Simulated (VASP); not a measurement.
# CdSe (Cadmoselite) (Cmc2_1) in VASP: further runs, part 2 of 2

VASP 6.6.1. Earlier steps stand in the parts before.

## Step 3: Single point, PBE (uniaxial y strain +3.5%)

Input file INCAR:

```
ALGO = Normal ; EDIFF = 1E-6
ENCUT = 520 ; GGA = PE
ISIF = 2 ; ISMEAR = -1
LASPH = T ; LCHARG = F
LREAL = F ; LWAVE = F
NBANDS = 26 ; NELM = 100
PREC = Accurate ; SIGMA = 0.02
```

Input file KPOINTS:

```
k-points
0
Gamma
  12 12 4
```

Input file POSCAR:

```
CdSe
1.0
    4.3407184386      0.0000000000      0.0000000000
   -2.1703592193      3.8896157221      0.0000000000
    0.0000000000      0.0000000000      7.0766648688
Cd Se
2 2
Direct
    0.3324530933      0.6649061867      0.0028055868
    0.6675469067      0.3350938133      0.5028055868
    0.3385087336      0.6770174672      0.3821944132
    0.6614912664      0.3229825328      0.8821944132
```

Potentials or basis: VASP PAW PBE potentials, release 64 (Cd, Se).

Started as:

```console
$ cat potpaw_PBE.64/Cd/POTCAR potpaw_PBE.64/Se/POTCAR > POTCAR
$ mpirun -np 1 vasp_std > vasp.out
```

OUTCAR:

```text
EDIFF = 1E-6
   ENCUT = 520
   GGA = PE
   ISIF = 2
   ISMEAR = -1
   LASPH = T
   LREAL = F
   NELM = 100
   PREC = Accurate

 ion  position               nearest neighbor table
   1  0.332  0.665  0.003-   4 2.68   4 2.68   3 2.69   4 2.70
   2  0.668  0.335  0.503-   3 2.68   3 2.68   4 2.69   3 2.70
   3  0.339  0.677  0.382-   2 2.68   2 2.68   1 2.69   2 2.70
   4  0.661  0.323  0.882-   1 2.68   1 2.68   2 2.69   1 2.70

  LATTYP: Found a base centered orthorhombic cell.
 ALAT       =     4.3407184386
 B/A-ratio  =     1.7921529706
 C/A-ratio  =     1.6302980645

  Lattice vectors:

 A1 = (   2.1703592193,  -3.8896157221,   0.0000000000)
 A2 = (   2.1703592193,   3.8896157221,   0.0000000000)
 A3 = (   0.0000000000,   0.0000000000,   7.0766648688)

Analysis of symmetry for initial positions (statically):
=====================================================================
 Subroutine PRICEL returns:
 Original cell was already a primitive cell.

 Routine SETGRP: Setting up the symmetry group for a
 base centered orthorhombic supercell.

 Subroutine GETGRP returns: Found  4 space group operations
 (whereof  2 operations were pure point group operations)
 out of a pool of  8 trial point group operations.

The static configuration has the point symmetry C_1h.
 The point group associated with its full space group is C_2v.

Analysis of symmetry for dynamics (positions and initial velocities):
=====================================================================
 Subroutine PRICEL returns:
 Original cell was already a primitive cell.

 Routine SETGRP: Setting up the symmetry group for a
 base centered orthorhombic supercell.

 Subroutine GETGRP returns: Found  4 space group operations
 (whereof  2 operations were pure point group operations)
 out of a pool of  8 trial point group operations.
[... 115 lines left out ...]
   TEBEG  =    0.0;   TEEND  =   0.0 temperature during run
   PSTRESS=    0.0 pullay stress
   NELECT =      36.0000    total number of electrons
   NUPDOWN=      -1.0000    fix difference up-down
   EMIN   =  10.00;   EMAX   =-10.00  energy-range for DOS
   EFERMI =   0.00;   METHOD = LEGACY
   ISMEAR =    -1;   SIGMA  =   0.02  broadening in eV -4-tet -1-fermi 0-gaus
   EFERMI_NEDOS =   21; number of points for ismear=-14 and -15
   IALGO  =     38    algorithm
   IMIX   =      4    mixing-type and parameters
     AMIX     =   0.40;   BMIX     =  1.00
     AMIX_MAG =   1.60;   BMIX_MAG =  1.00
  volume/ion in A,a.u.               =      29.87       201.57
  Fermi-wavevector in a.u.,A,eV,Ry     =   1.097514  2.074000 16.388717  1.204537
  Thomas-Fermi vector in A             =   2.233875
   LORBIT       =      0    0 simple, 1 ext, 2 COOP (PROOUT), +10 PAW based schemes
   GGA     = PE    functional components
   LHFCALC =     F    Hartree Fock is set to
   AEXX    =    0.0000 exact exchange contribution
   IVDW    =     0    specifies the selected vdW correction
   LEPSILON=     F    determine dielectric tensor
   LRPA    =     F    only Hartree local field effects (RPA)
 non-spin polarized calculation
  energy-cutoff  :      520.00
  volume of cell :      119.48
 maximum number of plane-waves:      3236
   NGX = 17   NGY = 17   NGZ = 27

 number of electron      35.9999994 magnetization

 Free energy of the ion-electron system (eV)
  ---------------------------------------------------
  ext. energy  EPLUGINS =         0.00000000
  ---------------------------------------------------
  free energy    TOTEN  =       -10.98598266 eV

  energy without entropy =      -10.98598265  energy(sigma->0) =      -10.98598266

 E-fermi :   0.7745     XC(G=0):  -8.6094

 val. band max:        0.5220788038   @ k =   0.0000   0.0000   0.0000
 cond. band min:       1.0180554691   @ k =   0.0000   0.0000   0.0000
 fundamental gap:      0.4959766653
 Fermi energy:         0.7744670737

 k-point     1 :       0.0000    0.0000    0.0000
  band No.  band energies     occupation
      1     -11.7916      2.00000
      2     -11.4552      2.00000
      3      -7.2561      2.00000
      4      -7.2538      2.00000
      5      -7.2487      2.00000
      6      -7.2005      2.00000
[... 685 lines left out ...]
     25       8.5883      0.00000
     26       9.0786      0.00000

 [... further k-points ...]
[... 5 lines left out ...]
  --------------------------------------------------------------------------------------
  -------------------------------------------------------------------------------------
  Total        0.2291650     -0.5346992      0.4211465      0.0000000      0.0000000      0.0000000
  in kB        3.0729956     -7.1700659      5.6473784      0.0000000      0.0000000      0.0000000
  external PRESSURE =       0.5167693 kB  Pullay stress =       0.0000000 kB

 VOLUME and BASIS-vectors are now :
 -----------------------------------------------------------------------------
  energy-cutoff  :      520.00
  volume of cell :      119.48
      direct lattice vectors                 reciprocal lattice vectors
     4.340718439  0.000000000  0.000000000     0.230376610  0.128547403  0.000000000
    -2.170359219  3.889615722  0.000000000     0.000000000  0.257094806  0.000000000
     0.000000000  0.000000000  7.076664869     0.000000000  0.000000000  0.141309504

 POSITION                                       TOTAL-FORCE (eV/Angst)
 -----------------------------------------------------------------------------------
     -0.00000      2.58623      0.01985         0.000000      0.004175     -0.002539
      2.17036      1.30339      3.55819         0.000000     -0.004175     -0.002539
      0.00000      2.63334      2.70466         0.000000      0.006650      0.002539
      2.17036      1.25628      6.24299         0.000000     -0.006650      0.002539
 -----------------------------------------------------------------------------------
    total drift:                               -0.000000      0.000000     -0.000935

  FREE ENERGIE OF THE ION-ELECTRON SYSTEM (eV)
  ---------------------------------------------------
  free  energy   TOTEN  =       -10.9859826635 eV

  energy  without entropy=      -10.9859826536  energy(sigma->0) =      -10.98598266
```

stdout:

```text
POSCAR found type information on POSCAR CdSe
 POSCAR found :  2 types and       4 ions
 scaLAPACK will be used
 LDA part: xc-table for (Slater+PW92), standard interpolation
 POSCAR, INCAR and KPOINTS ok, starting setup
 FFT: planning ... GRIDC
 FFT: planning ... GRID_SOFT
 FFT: planning ... GRID
 WAVECAR not read
 entering main loop
```

Wall time 2.9 min (1 thread of Intel Xeon 6975P-C (Granite Rapids), shared host); peak memory 0.49 GiB.

What came out:

- Free energy: -10.9860 eV
- Pressure: 0.1 GPa
- Largest force: 0.007 eV/Å
- Band gap on the k mesh: 0.50 eV, direct

Forces in eV/Å, atoms in the order of the input:
```
Cd   0.000  0.004 -0.003
Cd   0.000 -0.004 -0.003
Se   0.000  0.007  0.003
Se   0.000 -0.007  0.003
```

Levels at points of the mesh, in eV from the valence-band top:
```tsv
k point	band 15	band 16	band 17	band 18	band 19	band 20	band 21	band 22
(0.00, 0.00, 0.00)	-0.67	-0.12	-0.03	0.00	0.50	1.97	5.63	5.89
(0.50, 0.00, 0.00)	-2.42	-1.80	-1.17	-0.78	2.99	3.11	4.76	6.07
(0.00, 0.50, 0.00)	-2.43	-1.61	-1.25	-0.62	3.24	3.41	4.96	5.85
(0.00, 0.00, 0.50)	-0.50	-0.50	-0.35	-0.35	2.17	2.17	5.74	5.74
(0.50, 0.00, 0.50)	-1.34	-1.34	-1.21	-1.21	2.87	2.87	4.76	4.76
(0.00, 0.50, 0.50)	-1.20	-1.20	-1.15	-1.15	2.94	2.94	4.86	4.86
```

Caveat: the cell differs from its parent crystal (uniaxial y strain +3.5%).
